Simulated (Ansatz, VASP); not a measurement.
## One calculation of C, two programs

```xyz
4
Lattice="2.5116 0.0000 0.0000 -1.2558 2.1751 0.0000 0.0000 0.0000 4.1803" Properties=species:S:1:pos:R:3 pbc="T T T"
C     0.0000    1.4501   -0.0011
C     1.2558    0.7250    2.0890
C     0.0000    1.4501    1.5646
C     1.2558    0.7250    3.6547
```

Alike in both runs: functional PBE; k mesh 9 × 9 × 6; occupations gaussian, width 0.02 eV; no spin polarisation.

Ansatz relaxed the structure, and its values are those at the end. VASP's run is a single point on that final structure, the one shown.

```csv
,VASP,Ansatz
version,VASP 6.6.1,Ansatz 0.2.0
potentials or method,"VASP PAW PBE potentials, release 64 (C), cutoff 520 eV","scalar-relativistic, plane waves, PAW"
valence electrons in the cell,16,16
```

VASP gave:

| Item | Value |
| --- | --- |
| gap on the k mesh at the Fermi level (eV) | 3.34 |
| least direct gap on the mesh (eV) | 4.96 |
| pressure (GPa) | 0.6 |

Problem. Which values does Ansatz return?

Solution. gap on the k mesh at the Fermi level (eV): 3.36; least direct gap on the mesh (eV): 4.97; pressure (GPa): 0.0.
